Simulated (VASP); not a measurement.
# BAs (F-43m) in VASP: a series of runs, part 2 of 3

VASP 6.6.1.

## Step 3: Vibrations by perturbation theory, PBEsol

This run uses another cell than the first one, of 12.10 Å³/atom, 0.893 times its volume.

Contents of INCAR:

```
SYSTEM = BAs
ALGO = Normal ; EDIFF = 1E-8
ENCUT = 520 ; GGA = PS
IBRION = 8 ; ISIF = 2
ISMEAR = 0 ; LASPH = .TRUE.
LCHARG = .FALSE. ; LEPSILON = .TRUE.
LREAL = .FALSE. ; LWAVE = .FALSE.
NBANDS = 11 ; NELM = 100
NSW = 1 ; PREC = Accurate
SIGMA = 0.01
```

Contents of KPOINTS:

```
k-points
0
G
  10 10 10
  0 0 0
```

Contents of POSCAR:

```
BAs
1.0
    0.0000000000      2.2955919274      2.2955919274
    2.2955919274      0.0000000000      2.2955919274
    2.2955919274      2.2955919274      0.0000000000
B As
1 1
Direct
    0.0000000000      0.0000000000      0.0000000000
    0.7500000000      0.7500000000      0.7500000000
```

Potentials or basis: VASP PAW PBE potentials, release 64 (B, As).

Launch:

```sh
> cat potpaw_PBE.64/B/POTCAR potpaw_PBE.64/As/POTCAR > POTCAR
> mpirun -np 1 vasp_std > vasp.out
```

OUTCAR:

```text
SYSTEM = BAs
   EDIFF = 1E-8
   ENCUT = 520
   GGA = PS
   IBRION = 8
   ISIF = 2
   ISMEAR = 0
   LASPH = .TRUE.
   LEPSILON = .TRUE.
   LREAL = .FALSE.
   NELM = 100
   NSW = 1
   PREC = Accurate

 ion  position               nearest neighbor table
   1  0.000  0.000  0.000-   2 1.99   2 1.99   2 1.99   2 1.99
   2  0.750  0.750  0.750-   1 1.99   1 1.99   1 1.99   1 1.99

  LATTYP: Found a face centered cubic cell.
 ALAT       =     4.5911838548

  Lattice vectors:

 A1 = (   0.0000000000,   2.2955919274,   2.2955919274)
 A2 = (   2.2955919274,   0.0000000000,   2.2955919274)
 A3 = (   2.2955919274,   2.2955919274,   0.0000000000)

Analysis of symmetry for initial positions (statically):
=====================================================================
 Subroutine PRICEL returns:
 Original cell was already a primitive cell.

 Routine SETGRP: Setting up the symmetry group for a
 face centered cubic supercell.

 Subroutine GETGRP returns: Found 24 space group operations
 (whereof 24 operations were pure point group operations)
 out of a pool of 48 trial point group operations.

The static configuration has the point symmetry T_d .

Analysis of symmetry for dynamics (positions and initial velocities):
=====================================================================
 Subroutine PRICEL returns:
 Original cell was already a primitive cell.

 Routine SETGRP: Setting up the symmetry group for a
 face centered cubic supercell.

 Subroutine GETGRP returns: Found 24 space group operations
 (whereof 24 operations were pure point group operations)
 out of a pool of 48 trial point group operations.

The dynamic configuration has the point symmetry T_d .

 Subroutine INISYM returns: Found 24 space group operations
 (whereof 24 operations are pure point group operations),
 and found     1 'primitive' translations

----------------------------------------------------------------------------------------

                                     Primitive cell

  volume of cell :      24.1944

  direct lattice vectors                    reciprocal lattice vectors
     0.000000000  2.295591927  2.295591927    -0.217808746  0.217808746  0.217808746
     2.295591927  0.000000000  2.295591927     0.217808746 -0.217808746  0.217808746
     2.295591927  2.295591927  0.000000000     0.217808746  0.217808746 -0.217808746

  length of vectors
     3.246457237  3.246457237  3.246457237     0.377255815  0.377255815  0.377255815

  position of ions in fractional coordinates (direct lattice)
     0.000000000  0.000000000  0.000000000
     0.750000000  0.750000000  0.750000000
[... 525 lines left out ...]
 -----------------------------------------------------------------------------
    -0.00033 -0.25234  0.00000
    -0.25234 -0.00033  0.00000
     0.00000  0.00000  0.00008

--------------------------------------- Ionic step        4  -------------------------------------------

------------------------ aborting loop because EDIFF is reached ----------------------------------------

[... ionic steps 5 to 6 ...]

--------------------------------------- Ionic step        7  -------------------------------------------

 Free energy of the ion-electron system (eV)
  ---------------------------------------------------
  ---------------------------------------------------
  free energy    TOTEN  =        -0.03606139 eV

  energy without entropy =       -0.03606139

------------------------ aborting loop because EDIFF is reached ----------------------------------------

 INTERNAL STRAIN TENSOR  FOR ION    2  DIRECTION 1   (eV/Angst):
 -----------------------------------------------------------------------------
    -0.00950  0.00000  0.00000
     0.00000  0.00700 12.83014
     0.00000 12.83014  0.00700

 MACROSCOPIC STATIC DIELECTRIC TENSOR (including local field effects in DFT)
 ------------------------------------------------------
           9.590941     0.000000    -0.000000
           0.000000     9.590941     0.000000
          -0.000000    -0.000000     9.590941
 ------------------------------------------------------

 PIEZOELECTRIC TENSOR (including local field effects)  for field in x, y, z        (e  Angst)
          XX          YY          ZZ          XY          YZ          ZX
  --------------------------------------------------------------------------------
  x    -0.00000     0.00000    -0.00000     0.00000    -0.37614     0.00000
  y     0.00000     0.00000    -0.00000     0.00000     0.00000    -0.37614
  z     0.00000    -0.00000     0.00000    -0.37614     0.00000     0.00000

 PIEZOELECTRIC TENSOR (including local field effects)  for field in x, y, z        (C/m^2)
          XX          YY          ZZ          XY          YZ          ZX
  --------------------------------------------------------------------------------
  x    -0.00000     0.00000    -0.00000     0.00000    -0.24908     0.00000
  y     0.00000     0.00000    -0.00000     0.00000     0.00000    -0.24908
  z     0.00000    -0.00000     0.00000    -0.24908     0.00000     0.00000

 BORN EFFECTIVE CHARGES (including local field effects) (in |e|, cummulative output)
 ---------------------------------------------------------------------------------
 ion    1
    1    -0.85710    -0.00000     0.00000
    2    -0.00000    -0.85710    -0.00000
    3     0.00000     0.00000    -0.85710
 ion    2
    1     0.85710     0.00000    -0.00000
    2     0.00000     0.85710     0.00000
    3    -0.00000    -0.00000     0.85710

 INTERNAL STRAIN TENSOR FOR ION    2 for displacements in x,y,z  (eV/Angst):
          X           Y           Z          XY          YZ          ZX
  --------------------------------------------------------------------------------
  x     0.00000     0.00000     0.00000     0.00000    12.83014     0.00000
  y     0.00000    -0.00000     0.00000     0.00000     0.00000    12.83014
  z     0.00000     0.00000     0.00000    12.83014     0.00000     0.00000

 SECOND DERIVATIVES (NOT SYMMETRIZED)
 ------------------------------------
               1X          1Y          1Z          2X          2Y          2Z
  1X   -21.118600    0.000000    0.000000   21.118600    0.000000    0.000000
  1Y     0.000000  -21.118600    0.000000    0.000000   21.118600    0.000000
  1Z     0.000000    0.000000  -21.118600    0.000000    0.000000   21.118600
  2X    21.112070    0.000000    0.000000  -21.112070    0.000000    0.000000
  2Y     0.000000   21.112070    0.000000    0.000000  -21.112070    0.000000
  2Z     0.000000    0.000000   21.112070    0.000000    0.000000  -21.112070

 Eigenvectors and eigenvalues of the dynamical matrix
 ----------------------------------------------------

   1 f  =   23.372825 THz   146.855793 2PiTHz  779.633533 cm-1    96.662195 meV
             X         Y         Z           dx          dy          dz
      0.000000  0.000000  0.000000     0.934844    0.000000    0.000000
      3.443388  3.443388  3.443388    -0.355059    0.000000    0.000000
[... 21 lines left out ...]
   6 f/i=    0.001200 THz     0.007537 2PiTHz    0.040015 cm-1     0.004961 meV
             X         Y         Z           dx          dy          dz
      0.000000  0.000000  0.000000    -0.050368   -0.349953    0.032594
      3.443388  3.443388  3.443388    -0.132617   -0.921402    0.085817

--------------------------------------------------------------------------------------------------------

 MACROSCOPIC STATIC DIELECTRIC TENSOR IONIC CONTRIBUTION
 ------------------------------------------------------
           0.260203     0.000000    -0.000000
           0.000000     0.260203     0.000000
          -0.000000     0.000000     0.260203
 ------------------------------------------------------

 ELASTIC MODULI CONTR FROM IONIC RELAXATION (kBar)
 Direction    XX          YY          ZZ          XY          YZ          ZX
 --------------------------------------------------------------------------------
 XX          -0.0000      0.0000      0.0000      0.0000     -0.0000      0.0000
 YY           0.0000     -0.0000      0.0000      0.0000      0.0000      0.0000
 ZZ           0.0000      0.0000     -0.0000     -0.0000      0.0000      0.0000
 XY           0.0000      0.0000     -0.0000   -532.8622      0.0000      0.0000
 YZ          -0.0000      0.0000      0.0000      0.0000   -532.8622      0.0000
 ZX           0.0000      0.0000      0.0000      0.0000      0.0000   -532.8622
 --------------------------------------------------------------------------------

 PIEZOELECTRIC TENSOR IONIC CONTR  for field in x, y, z        (C/m^2)
          XX          YY          ZZ          XY          YZ          ZX
  --------------------------------------------------------------------------------
  x     0.00000    -0.00000    -0.00000    -0.00000     0.35038     0.00000
  y    -0.00000    -0.00000    -0.00000     0.00000     0.00000     0.35038
  z    -0.00000    -0.00000     0.00000     0.35038    -0.00000    -0.00000
```

Run time: 2.4 min. Hardware: 1 thread of Intel Xeon 6975P-C, shared host; peak memory 0.25 GiB.

What came out:

* Electronic dielectric tensor (diagonal): 9.59
* Born charges (mean of the diagonal): B -0.86; As +0.86 e
* Highest phonon frequency at Γ, LO-TO splitting left out: 780 cm⁻¹

Phonon frequencies in cm⁻¹ (negative: imaginary):
| q point | frequencies |
| --- | --- |
| (0.000, 0.000, 0.000) | 0 0 0 780 780 780 |

Electronic dielectric tensor:
```
9.59 0.00 0.00
0.00 9.59 0.00
0.00 0.00 9.59
```

Born effective charge tensors (e):
atom 1, B
```
-0.86  0.00  0.00
 0.00 -0.86  0.00
 0.00  0.00 -0.86
```
atom 2, As
```
0.86 0.00 0.00
0.00 0.86 0.00
0.00 0.00 0.86
```

Caveat: the cell wasn't relaxed at this level first, which shifts response properties; the PAW data sets were made with another functional, which shifts forces and pressure a little.

## Step 4: Vibrations by perturbation theory, PBEsol

This run uses another cell than the first one, of 13.02 Å³/atom, 0.961 times its volume.

Contents of INCAR:

```
PREC = Accurate ; ENCUT = 520
EDIFF = 1E-8 ; ISMEAR = 0
SIGMA = 0.01 ; LREAL = F
LASPH = T ; NELM = 100
ALGO = Normal ; ISIF = 2
LWAVE = F ; LCHARG = F
GGA = PS ; IBRION = 8
NSW = 1 ; LEPSILON = T
```

Contents of KPOINTS:

```
Automatic mesh
0
Gamma
  10 10 10
```

Contents of POSCAR:

```
BAs
1.0
    0.0000000000      2.3528053350      2.3528053350
    2.3528053350      0.0000000000      2.3528053350
    2.3528053350      2.3528053350      0.0000000000
B As
1 1
Direct
    0.0000000000      0.0000000000      0.0000000000
    0.7500000000      0.7500000000      0.7500000000
```

Potentials or basis: VASP PAW PBE potentials, release 64 (B, As).

Launch:

```sh
> cat potpaw_PBE.64/B/POTCAR potpaw_PBE.64/As/POTCAR > POTCAR
> mpirun -np 1 vasp_std > vasp.out
```

OUTCAR:

```text
PREC = Accurate
   ENCUT = 520
   EDIFF = 1E-8
   ISMEAR = 0
   LREAL = F
   LASPH = T
   NELM = 100
   ISIF = 2
   GGA = PS
   IBRION = 8
   NSW = 1
   LEPSILON = T

 ion  position               nearest neighbor table
   1  0.000  0.000  0.000-   2 2.04   2 2.04   2 2.04   2 2.04
   2  0.750  0.750  0.750-   1 2.04   1 2.04   1 2.04   1 2.04

  LATTYP: Found a face centered cubic cell.
[... 593 lines left out ...]
      0.000000  0.000000  0.000000    -0.000000   -0.000000   -0.934834
      3.529208  3.529208  3.529208    -0.000000   -0.000000    0.355086
[... 21 lines left out ...]
   6 f/i=    0.000485 THz     0.003048 2PiTHz    0.016179 cm-1     0.002006 meV
             X         Y         Z           dx          dy          dz
      0.000000  0.000000  0.000000     0.143025    0.324136   -0.023783
      3.529208  3.529208  3.529208     0.376541    0.853352   -0.062613

--------------------------------------------------------------------------------------------------------

 MACROSCOPIC STATIC DIELECTRIC TENSOR IONIC CONTRIBUTION
 ------------------------------------------------------
           0.155253     0.000000    -0.000000
           0.000000     0.155253     0.000000
          -0.000000     0.000000     0.155253
 ------------------------------------------------------

 ELASTIC MODULI CONTR FROM IONIC RELAXATION (kBar)
 Direction    XX          YY          ZZ          XY          YZ          ZX
 --------------------------------------------------------------------------------
 XX          -0.0000     -0.0000     -0.0000     -0.0000     -0.0000     -0.0000
 YY          -0.0000     -0.0000     -0.0000     -0.0000     -0.0000     -0.0000
 ZZ          -0.0000     -0.0000     -0.0000     -0.0000     -0.0000     -0.0000
 XY          -0.0000     -0.0000     -0.0000   -294.1716     -0.0000     -0.0000
 YZ          -0.0000     -0.0000     -0.0000      0.0000   -294.1716     -0.0000
 ZX          -0.0000     -0.0000     -0.0000     -0.0000     -0.0000   -294.1716
 --------------------------------------------------------------------------------

 PIEZOELECTRIC TENSOR IONIC CONTR  for field in x, y, z        (C/m^2)
          XX          YY          ZZ          XY          YZ          ZX
  --------------------------------------------------------------------------------
  x     0.00000     0.00000     0.00000    -0.00000     0.20109     0.00000
  y     0.00000     0.00000     0.00000     0.00000     0.00000     0.20109
  z     0.00000     0.00000     0.00000     0.20109     0.00000     0.00000
```

stdout:

```text
POSCAR found type information on POSCAR B As
 POSCAR found :  2 types and       2 ions
 scaLAPACK will be used
 -----------------------------------------------------------------------------
|                                                                             |
|                                                                             |
|     You enforced a specific xc type in the INCAR file but a different       |
[... 39 lines left out ...]
 force on displaced ion       1 direction 1 : -18.222   0.000   0.000
 Born effective charge ion    1 direction 1 :  -0.652   0.000   0.000
 Linear response progress:
 first order change of Fermi-energy   0.67433E-04
 force on displaced ion       2 direction 1 : -18.220   0.000   0.000
 Born effective charge ion    2 direction 1 :   0.629   0.000   0.000
 Born effective charges drift removed
 Linear response finished
```

Wall time 7.2 min (1 thread of AMD EPYC 7R13, shared host); peak memory 0.22 GiB.

Results:

- Electronic dielectric tensor (diagonal): 9.82
- Born charges (mean of the diagonal): B -0.64; As +0.64 e
- Highest phonon frequency at Γ, LO-TO splitting left out: 724 cm⁻¹

Phonon frequencies in cm⁻¹ (negative: imaginary):
```tsv
q point	frequencies
(0.000, 0.000, 0.000)	0 0 0 724 724 724
```

Electronic dielectric tensor:
```
9.82 0.00 0.00
0.00 9.82 0.00
0.00 0.00 9.82
```

Born effective charge tensors (e):
atom 1, B
```
-0.64  0.00  0.00
 0.00 -0.64  0.00
 0.00  0.00 -0.64
```
atom 2, As
```
0.64 0.00 0.00
0.00 0.64 0.00
0.00 0.00 0.64
```

Caveat: the cell wasn't relaxed at this level first, which shifts response properties; the PAW data sets were made with another functional, which shifts forces and pressure a little.

[end of part 2 of 3]
